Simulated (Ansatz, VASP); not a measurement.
**Fe in VASP and in Ansatz**

```
CELL_PARAMETERS angstrom
2.83135 0.00000 0.00000
0.00000 2.83135 0.00000
0.00000 0.00000 2.83135
ATOMIC_POSITIONS crystal
Fe 0.00000 0.00000 0.00000
Fe 0.50000 0.50000 0.50000
```

Alike in both runs: task single point; functional PBE; k mesh 14 × 14 × 14; occupations fermi-dirac, width 0.1 eV; collinear spin.

|  | VASP | Ansatz |
| --- | --- | --- |
| version | VASP 6.6.1 | Ansatz 0.2.0 |
| potentials or method | VASP PAW PBE potentials, release 64 (Fe), cutoff 520 eV | all-electron LAPW, scalar-relativistic |

VASP gave:

```
pressure (GPa)                                                : 0.0
net moment per atom (μB)                                      : 2.18
size of the moment on the site where the two differ most (μB) : 2.18
```

**Question.** Estimate Ansatz's values.

**Answer.** Pressure (GPa): -0.1; net moment per atom (μB): 2.16; size of the moment on the site where the two differ most (μB): 2.21.

Site moments also hang on the region over which each program counts them. Ansatz ran all-electron here, and VASP with PAW potentials.
